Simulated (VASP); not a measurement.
Input of a VASP 6.6.1 run:

The input INCAR:

```
PREC = Accurate ; ENCUT = 600
EDIFF = 1E-6 ; ISMEAR = 0
SIGMA = 0.1 ; LREAL = False
LASPH = True ; NELM = 150
ALGO = Normal ; ISIF = 4
LWAVE = False ; LCHARG = False
ISPIN = 2 ; MAGMOM = 1.8 1.8
LORBIT = 11 ; LMAXMIX = 4
GGA = PS ; IBRION = 2
NSW = 50 ; EDIFFG = -0.01
```

The input KPOINTS:

```
regular mesh
0
Gamma
  18 18 10
```

POSCAR

```
Co
1.0
    2.4316002383      0.0000000000      0.0000000000
   -1.2158001192      2.1058275782      0.0000000000
    0.0000000000      0.0000000000      3.9293132225
Co
2
Direct
    0.3333333333      0.6666666667      0.2500000000
    0.6666666667      0.3333333333      0.7500000000
```

Potentials or basis: VASP PAW PBE potentials, release 64 (Co).

Launch:

```sh
$ cat potpaw_PBE.64/Co/POTCAR > POTCAR
$ mpirun -np 1 vasp_std > vasp.out
```

(1) What does it give for the site moments?

(2) Estimate the net moment.

## Answers

(1) Co +1.55 μB.

(2) 3.10 μB per cell.
